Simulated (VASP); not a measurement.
## W5F: single point with revPBE

System: W5F, a slab with vacuum.

```xyz
6
Lattice="3.1544 0.0000 0.0000 0.0000 3.1544 0.0000 0.0000 0.0000 25.3087" Properties=species:S:1:pos:R:3 pbc="T T T"
W     1.5772    1.5772    8.5000
W     0.0000    0.0000   10.0772
W     1.5772    1.5772   11.6200
W     0.0000    0.0000   13.2442
W     1.5772    1.5772   14.6408
F     1.5772    1.5772   18.4927
```

```
Program                : VASP 6.6.1
Task                   : single point
Functional             : revPBE
Potentials or basis    : VASP PAW PBE potentials, release 64 (W_sv, F)
Cutoff                 : 640 eV
k mesh                 : 9 × 9 × 1
Occupations            : gaussian, width 0.1 eV
Spin                   : no spin polarisation
Dipole correction      : yes
Second try             : not_converged
Further INCAR settings : ALGO = Normal; EDIFF = 1e-06; NBANDS = 48; AMIX = 0.1; BMIX = 0.0001; NELMDL = -8
```

* Largest force: 1.528 eV/Å
* Band gap on the k mesh: zero (an odd number of electrons rules out a gap without spin polarisation)

Forces on the atoms (eV/Å):
```
W    0.000  0.000  0.753
W    0.000  0.000 -1.528
W    0.000  0.000  0.003
W    0.000  0.000 -0.130
W    0.000  0.000  1.519
F    0.000  0.000 -0.617
```

Levels at points of the mesh, in eV from the Fermi level:
| k point | band 34 | band 35 | band 36 | band 37 | band 38 | band 39 | band 40 | band 41 | band 42 | band 43 |
| --- | --- | --- | --- | --- | --- | --- | --- | --- | --- | --- |
| (0.00, 0.00, 0.00) | -0.71 | -0.46 | -0.30 | -0.05 | -0.02 | 0.02 | 0.02 | 0.04 | 0.04 | 0.91 |

Wall time 19 min on 4 MPI ranks on Intel(R) Xeon(R) Platinum 8375C CPU @ 2.90GHz (Ice Lake) (shared host), peak memory 0.52 GiB a rank.

Caveat: the PAW data sets were made with another functional, which shifts forces and pressure a little; spin-orbit coupling is left out, which moves the levels of the heavy elements.
